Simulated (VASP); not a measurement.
# AlRu (P4/mmm) in VASP: single point with PBE

Aim: the single point of AlRu with PBE.

All numbers are computed with VASP 6.6.1; they aren't measurements. Logs are shortened: lines on timing, memory, paths and dates and some standing lists are left out, and cuts for length are marked.

## 1. The cell of the first run

The structure is tetragonal, space group P4/mmm (No. 123). The conventional cell has a = 3.076 Å, b = 3.076 Å, c = 2.830 Å, α = 90.00°, β = 90.00°, γ = 90.00°. Within 3.4 Å of Al (site symmetry 4/mmm) lie 8 Ru at 2.59 Å and 6 Al at 2.83 to 3.08 Å. Ru (site symmetry 4/mmm) has 8 Al at 2.59 Å and 6 Ru at 2.83 to 3.08 Å within 3.4 Å.

## 2. Single point, PBE

INCAR reads:

```
ALGO = Fast ; EDIFF = 1E-7
ENCUT = 520 ; GGA = PE
ISIF = 2 ; ISMEAR = 0
LASPH = T ; LCHARG = T
LELF = T ; LREAL = F
LVHAR = T ; LWAVE = F
NBANDS = 16 ; NELM = 80
PREC = Accurate ; SIGMA = 0.15
```

KPOINTS reads:

```
k-points
0
Gamma
  18 18 18
```

POSCAR reads:

```
AlRu
1.0
    3.0759144248      0.0000000000      0.0000000000
    0.0000000000      3.0759144248      0.0000000000
    0.0000000000      0.0000000000      2.8298412708
Al Ru
1 1
Direct
    0.0000000000      0.0000000000      0.0000000000
    0.5000000000      0.5000000000      0.5000000000
```

Potentials or basis: VASP PAW PBE potentials, release 64 (Al, Ru_pv).

The run is started by

```console
> cat potpaw_PBE.64/Al/POTCAR potpaw_PBE.64/Ru_pv/POTCAR > POTCAR
> mpirun -np 1 vasp_std > vasp.out
```

OUTCAR:

```text
EDIFF = 1E-7
   ENCUT = 520
   GGA = PE
   ISIF = 2
   ISMEAR = 0
   LASPH = T
   LREAL = F
   NELM = 80
   PREC = Accurate

 ion  position               nearest neighbor table
   1  0.000  0.000  0.000-   2 2.59   2 2.59   2 2.59   2 2.59   2 2.59   2 2.59   2 2.59   2 2.59

   2  0.500  0.500  0.500-   1 2.59   1 2.59   1 2.59   1 2.59   1 2.59   1 2.59   1 2.59   1 2.59

  LATTYP: Found a simple tetragonal cell.
 ALAT       =     3.0759144248
 C/A-ratio  =     0.9200000000

  Lattice vectors:

 A1 = (   3.0759144248,   0.0000000000,   0.0000000000)
 A2 = (   0.0000000000,   3.0759144248,   0.0000000000)
 A3 = (   0.0000000000,   0.0000000000,   2.8298412708)

Analysis of symmetry for initial positions (statically):
=====================================================================
 Subroutine PRICEL returns:
 Original cell was already a primitive cell.

 Routine SETGRP: Setting up the symmetry group for a
 simple tetragonal supercell.

 Subroutine GETGRP returns: Found 16 space group operations
 (whereof 16 operations were pure point group operations)
 out of a pool of 16 trial point group operations.

The static configuration has the point symmetry D_4h.

Analysis of symmetry for dynamics (positions and initial velocities):
=====================================================================
 Subroutine PRICEL returns:
 Original cell was already a primitive cell.

 Routine SETGRP: Setting up the symmetry group for a
 simple tetragonal supercell.

 Subroutine GETGRP returns: Found 16 space group operations
 (whereof 16 operations were pure point group operations)
 out of a pool of 16 trial point group operations.

The dynamic configuration has the point symmetry D_4h.

 Subroutine INISYM returns: Found 16 space group operations
 (whereof 16 operations are pure point group operations),
 and found     1 'primitive' translations

----------------------------------------------------------------------------------------

                                     Primitive cell

  volume of cell :      26.7738

  direct lattice vectors                    reciprocal lattice vectors
     3.075914425  0.000000000  0.000000000     0.325106574  0.000000000  0.000000000
     0.000000000  3.075914425  0.000000000     0.000000000  0.325106574  0.000000000
     0.000000000  0.000000000  2.829841271     0.000000000  0.000000000  0.353376711

  length of vectors
     3.075914425  3.075914425  2.829841271     0.325106574  0.325106574  0.353376711

  position of ions in fractional coordinates (direct lattice)
     0.000000000  0.000000000  0.000000000
     0.500000000  0.500000000  0.500000000

  ion indices of the primitive-cell ions
   primitive index   ion index
                 1           1
                 2           2

----------------------------------------------------------------------------------------

 KPOINTS: k-points

Automatic generation of k-mesh.
 Grid dimensions read from file:
 generate k-points for:   18   18   18

 Generating k-lattice:

  Cartesian coordinates                     Fractional coordinates (reciprocal lattice)
     0.018061476  0.000000000  0.000000000     0.055555556  0.000000000  0.000000000
     0.000000000  0.018061476  0.000000000     0.000000000  0.055555556  0.000000000
     0.000000000  0.000000000  0.019632039     0.000000000  0.000000000  0.055555556

  Length of vectors
     0.018061476  0.018061476  0.019632039

  Shift w.r.t. Gamma in fractional coordinates (k-lattice)
     0.000000000  0.000000000  0.000000000

 Subroutine IBZKPT returns following result:
 ===========================================

 Found    550 irreducible k-points:

 Following reciprocal coordinates:
            Coordinates               Weight
  0.000000  0.000000  0.000000      1.000000
  0.055556  0.000000  0.000000      4.000000
  0.111111  0.000000  0.000000      4.000000
  0.166667  0.000000  0.000000      4.000000
  0.222222  0.000000  0.000000      4.000000
  0.277778  0.000000  0.000000      4.000000
[... 16 lines left out ...]
  0.277778  0.111111  0.000000      8.000000
  0.333333  0.111111  0.000000      8.000000
 [... further k-points ...]
   k-points           NKPTS =    550   k-points in BZ     NKDIM =    550   number of bands    NBANDS=     16
   number of dos      NEDOS =    301   number of ions     NIONS =      2
   total plane-waves  NPLWV =  13824
   dimension x,y,z NGX =    24 NGY =   24 NGZ =   24
   dimension x,y,z NGXF=    48 NGYF=   48 NGZF=   48
   ions per type =               1   1
   NGX,Y,Z   is equivalent  to a cutoff of  12.97, 12.97, 14.10 a.u.
   NGXF,Y,Z  is equivalent  to a cutoff of  25.94, 25.94, 28.20 a.u.
 SYSTEM =  unknown system
   PREC   = accura    normal or accurate (medium, high low for compatibility)
   ISTART =      0    job   : 0-new  1-cont  2-samecut
   ICHARG =      2    charge: 1-file 2-atom 10-const
   ISPIN  =      1    spin polarized calculation?
   LNONCOLLINEAR =      F non collinear calculations
   LSORBIT =      F    spin-orbit coupling
   LASPH  =      T    aspherical Exc in radial PAW
   ENCUT  =  520.0 eV  38.22 Ry    6.18 a.u.   5.72  5.72  5.26*2*pi/ulx,y,z
   NELM   =     80;   NELMIN=  2; NELMDL= -5     # of ELM steps
   EDIFF  = 0.1E-06   stopping-criterion for ELM
   LREAL  =      F    real-space projection
   EDIFFG = 0.1E-05   stopping-criterion for IOM
   NSW    =      0    number of steps for IOM
   IBRION =     -1    ionic relax: 0-MD 1-quasi-New 2-CG
   NFREE  =      0    steps in history (QN), initial steepest desc. (CG)
   ISIF   =      2    stress and relaxation
   ISYM   =      2    0-nonsym 1-usesym 2-fastsym
   POTIM  = 0.5000    time-step for ionic-motion
   TEBEG  =    0.0;   TEEND  =   0.0 temperature during run
   PSTRESS=    0.0 pullay stress
   NELECT =      17.0000    total number of electrons
   NUPDOWN=      -1.0000    fix difference up-down
   EMIN   =  10.00;   EMAX   =-10.00  energy-range for DOS
   EFERMI =   0.00;   METHOD = LEGACY
   ISMEAR =     0;   SIGMA  =   0.15  broadening in eV -4-tet -1-fermi 0-gaus
   EFERMI_NEDOS =   21; number of points for ismear=-14 and -15
   IALGO  =     68    algorithm
   IMIX   =      4    mixing-type and parameters
     AMIX     =   0.40;   BMIX     =  1.00
     AMIX_MAG =   1.60;   BMIX_MAG =  1.00
  volume/ion in A,a.u.               =      13.39        90.34
  Fermi-wavevector in a.u.,A,eV,Ry     =   1.407087  2.659009 26.938090  1.979894
  Thomas-Fermi vector in A             =   2.529382
   LORBIT       =      0    0 simple, 1 ext, 2 COOP (PROOUT), +10 PAW based schemes
   GGA     = PE    functional components
   LHFCALC =     F    Hartree Fock is set to
   AEXX    =    0.0000 exact exchange contribution
   IVDW    =     0    specifies the selected vdW correction
   LEPSILON=     F    determine dielectric tensor
   LRPA    =     F    only Hartree local field effects (RPA)
 non-spin polarized calculation
 RMM-DIIS sequential band-by-band and
 Gauss-broadening in eV      SIGMA  =   0.15
  energy-cutoff  :      520.00
  volume of cell :       26.77
 maximum number of plane-waves:       738
 NGX is ok and might be reduce to    24
   NGX = 11   NGY = 11   NGZ = 11

 number of electron      17.0000005 magnetization

 Free energy of the ion-electron system (eV)
  ---------------------------------------------------
  ext. energy  EPLUGINS =         0.00000000
  ---------------------------------------------------
  free energy    TOTEN  =       -14.19361358 eV

  energy without entropy =      -14.17684974  energy(sigma->0) =      -14.18523166

 E-fermi :  10.7797     XC(G=0): -12.5651

 val. band max:       10.7792421659   @ k =   0.1111   0.0000   0.1111
 cond. band min:      10.7914631697   @ k =   0.4444   0.1667   0.3333
 fundamental gap:      0.0122210039
 Fermi energy:        10.7796924244

 k-point     1 :       0.0000    0.0000    0.0000
  band No.  band energies     occupation
      1     -31.0787      2.00000
      2     -31.0787      2.00000
      3     -30.9561      2.00000
      4       1.0341      2.00000
      5       7.1273      2.00000
      6       7.1343      2.00000
[... 8 lines left out ...]
     15      22.8421      0.00000
     16      26.0893      0.00000

 k-point     2 :       0.0556    0.0000    0.0000
  band No.  band energies     occupation
      1     -31.0836      2.00000
      2     -31.0783      2.00000
      3     -30.9557      2.00000
      4       1.0906      2.00000
      5       7.1414      2.00000
      6       7.1508      2.00000
[... 8 lines left out ...]
     15      22.8421      0.00000
     16      26.1955      0.00000

 k-point     3 :       0.1111    0.0000    0.0000
  band No.  band energies     occupation
      1     -31.0976      2.00000
      2     -31.0772      2.00000
      3     -30.9547      2.00000
      4       1.2587      2.00000
      5       7.1673      2.00000
      6       7.2054      2.00000
[... 8 lines left out ...]
     15      22.8421      0.00000
     16      26.5543      0.00000

 k-point     4 :       0.1667    0.0000    0.0000
  band No.  band energies     occupation
      1     -31.1190      2.00000
      2     -31.0754      2.00000
      3     -30.9531      2.00000
      4       1.5341      2.00000
      5       7.1797      2.00000
      6       7.2902      2.00000
[... 8 lines left out ...]
     15      23.0610      0.00000
     16      27.2423      0.00000

 k-point     5 :       0.2222    0.0000    0.0000
  band No.  band energies     occupation
      1     -31.1451      2.00000
      2     -31.0732      2.00000
      3     -30.9511      2.00000
      4       1.9098      2.00000
      5       7.1319      2.00000
      6       7.3957      2.00000
[... 8 lines left out ...]
     15      23.5143      0.00000
     16      26.9087      0.00000

 k-point     6 :       0.2778    0.0000    0.0000
  band No.  band energies     occupation
      1     -31.1728      2.00000
      2     -31.0708      2.00000
      3     -30.9490      2.00000
      4       2.3765      2.00000
      5       6.9646      2.00000
      6       7.5111      2.00000
[... 8 lines left out ...]
     15      23.7990      0.00000
     16      25.9159      0.00000

 k-point     7 :       0.3333    0.0000    0.0000
  band No.  band energies     occupation
      1     -31.1988      2.00000
      2     -31.0686      2.00000
      3     -30.9471      2.00000
      4       2.9223      2.00000
      5       6.6345      2.00000
      6       7.6236      2.00000
[... 8 lines left out ...]
     15      23.9473      0.00000
     16      24.9392      0.00000

 k-point     8 :       0.3889    0.0000    0.0000
  band No.  band energies     occupation
      1     -31.2199      2.00000
      2     -31.0668      2.00000
      3     -30.9455      2.00000
      4       3.5329      2.00000
      5       6.1440      2.00000
      6       7.7187      2.00000
[... 8 lines left out ...]
     15      23.9950      0.00000
     16      24.0082      0.00000

 k-point     9 :       0.4444    0.0000    0.0000
  band No.  band energies     occupation
      1     -31.2336      2.00000
      2     -31.0657      2.00000
      3     -30.9445      2.00000
      4       4.1894      2.00000
      5       5.5381      2.00000
      6       7.7827      2.00000
[... 8 lines left out ...]
     15      23.9863      0.00000
     16      24.9187      0.00000
[... 172 lines left out ...]
 k-point    19 :       0.5000    0.0556    0.0000
  band No.  band energies     occupation
      1     -31.2377      2.00000
      2     -31.0699      2.00000
      3     -30.9437      2.00000
      4       4.8863      2.00000
      5       4.9040      2.00000
      6       7.8291      2.00000
[... 8 lines left out ...]
     15      24.2900      0.00000
     16      24.3597      0.00000

 k-point    20 :       0.1111    0.1111    0.0000
  band No.  band energies     occupation
      1     -31.0967      2.00000
      2     -31.0951      2.00000
      3     -30.9533      2.00000
      4       1.4787      2.00000
      5       7.2326      2.00000
      6       7.2629      2.00000
[... 8 lines left out ...]
     15      22.8422      0.00000
     16      27.0332      0.00000

 k-point    21 :       0.1667    0.1111    0.0000
  band No.  band energies     occupation
      1     -31.1172      2.00000
      2     -31.0940      2.00000
      3     -30.9517      2.00000
      4       1.7479      2.00000
      5       7.2549      2.00000
      6       7.3501      2.00000
[... 8 lines left out ...]
     15      23.1454      0.00000
     16      27.1169      0.00000

 k-point    22 :       0.2222    0.1111    0.0000
  band No.  band energies     occupation
      1     -31.1432      2.00000
      2     -31.0917      2.00000
      3     -30.9497      2.00000
      4       2.1143      2.00000
      5       7.2110      2.00000
      6       7.4602      2.00000
[... 8 lines left out ...]
     15      23.7331      0.00000
     16      26.1988      0.00000

 k-point    23 :       0.2778    0.1111    0.0000
  band No.  band energies     occupation
      1     -31.1708      2.00000
      2     -31.0892      2.00000
      3     -30.9476      2.00000
      4       2.5679      2.00000
      5       7.0356      2.00000
      6       7.5800      2.00000
[... 8 lines left out ...]
     15      24.2194      0.00000
     16      25.2142      0.00000

 k-point    24 :       0.3333    0.1111    0.0000
  band No.  band energies     occupation
      1     -31.1966      2.00000
      2     -31.0869      2.00000
      3     -30.9457      2.00000
      4       3.0962      2.00000
      5       6.6918      2.00000
      6       7.6982      2.00000
[... 8 lines left out ...]
     15      24.2443      0.00000
     16      24.5802      0.00000

 [... further k-points ...]
[... 5 lines left out ...]
  --------------------------------------------------------------------------------------
  -------------------------------------------------------------------------------------
  Total       -0.3460443     -0.3460443      2.4019707      0.0000000      0.0000000      0.0000000
  in kB      -20.7076938    -20.7076938    143.7367176      0.0000000      0.0000000      0.0000000
  external PRESSURE =      34.1071100 kB  Pullay stress =       0.0000000 kB

 VOLUME and BASIS-vectors are now :
 -----------------------------------------------------------------------------
  energy-cutoff  :      520.00
  volume of cell :       26.77
      direct lattice vectors                 reciprocal lattice vectors
     3.075914425  0.000000000  0.000000000     0.325106574  0.000000000  0.000000000
     0.000000000  3.075914425  0.000000000     0.000000000  0.325106574  0.000000000
     0.000000000  0.000000000  2.829841271     0.000000000  0.000000000  0.353376711

 POSITION                                       TOTAL-FORCE (eV/Angst)
 -----------------------------------------------------------------------------------
      0.00000      0.00000      0.00000         0.000000      0.000000      0.000000
      1.53796      1.53796      1.41492         0.000000      0.000000      0.000000
 -----------------------------------------------------------------------------------
    total drift:                                0.000000     -0.000000     -0.000000

  FREE ENERGIE OF THE ION-ELECTRON SYSTEM (eV)
  ---------------------------------------------------
  free  energy   TOTEN  =       -14.1936135832 eV

  energy  without entropy=      -14.1768497435  energy(sigma->0) =      -14.18523166
```

Wall time 2.1 min (1 thread of Intel Xeon 6975P-C, shared host); peak memory 0.33 GiB.

What came out:

| Item | Value |
| --- | --- |
| Free energy | -14.1936 eV |
| Pressure | 3.4 GPa |

Levels at points of the mesh, in eV from the Fermi level:
```
           k point  band 5  band 6  band 7  band 8  band 9  band 10  band 11  band 12  band 13  band 14
(0.00, 0.00, 0.00)   -3.65   -3.65   -0.23    0.35    0.35     5.18     5.18     7.83    10.46    11.04
(0.50, 0.00, 0.00)   -5.86   -2.97   -1.98   -0.98    0.55     1.76     7.31    10.24    12.00    12.52
(0.50, 0.50, 0.00)   -3.35   -1.74   -1.74   -0.68   -0.68     1.13     4.47     5.75    11.95    12.06
(0.00, 0.00, 0.50)   -4.91   -2.59   -2.02   -2.02    0.16     3.18     7.37    10.28    10.28    12.51
(0.50, 0.00, 0.50)   -2.98   -1.62   -1.56   -1.32   -0.94     1.56     5.81     6.29     9.96    12.06
(0.50, 0.50, 0.50)   -4.73   -4.58    1.29    1.86    2.55     3.92     3.92     4.47     7.67     8.79
```
